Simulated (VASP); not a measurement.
Runs of VASP 6.6.1 on ZnO. Symmetry: Pm-3m, No. 221, cubic system. Conventional cell: a = 2.688 Å, b = 2.688 Å, c = 2.688 Å, α = 90.00°, β = 90.00°, γ = 90.00°. Within 3.1 Å of Zn (site symmetry m-3m) lie 8 O at 2.33 Å and 6 Zn at 2.69 Å. Within 3.1 Å of O (site symmetry m-3m) lie 8 Zn at 2.33 Å and 6 O at 2.69 Å. 

| task | level | cell | cutoff (eV) | share of exact exchange | screening parameter | gap on the mesh (eV) | pressure (GPa) | relaxed volume (Å³/atom) |
| --- | --- | --- | --- | --- | --- | --- | --- | --- |
| single point | r2SCAN50 | as given | 520 | 0.5 | - | 3.90 | (c) | - |
| single point | r2SCANh | as given | 520 | 0.1 | - | 0.55 | -9.3 | - |
| single point | HF | as given | 520 | 1 | - | (b) | -5.9 | - |
| relaxation of cell and atoms | PBE-based screened hybrid with 25 % exact exchange | relaxed | 600 | 0.25 | 0.3 1/Å | 0.67 | 0.0 | 9.33 |
| relaxation of cell and atoms | HSE06 | relaxed | 600 | 0.25 | 0.2079 1/Å | 0.91 | -0.1 | (d) |
| single point | r2SCAN0 | as given | 520 | 0.25 | - | (a) | -11.9 | - |

Alike in all rows: no spin polarisation; smearing fermi-dirac 0.05 eV.

Task: Fill in the values left out.

Result: (a) 1.76; (b) 9.11; (c) -15.6; (d) 9.31.

Caveats: all runs use coarse meshes; the PAW data sets were made with another functional, which shifts forces and pressure a little; an odd mesh through Γ misses points on the zone boundary, where band edges can lie.
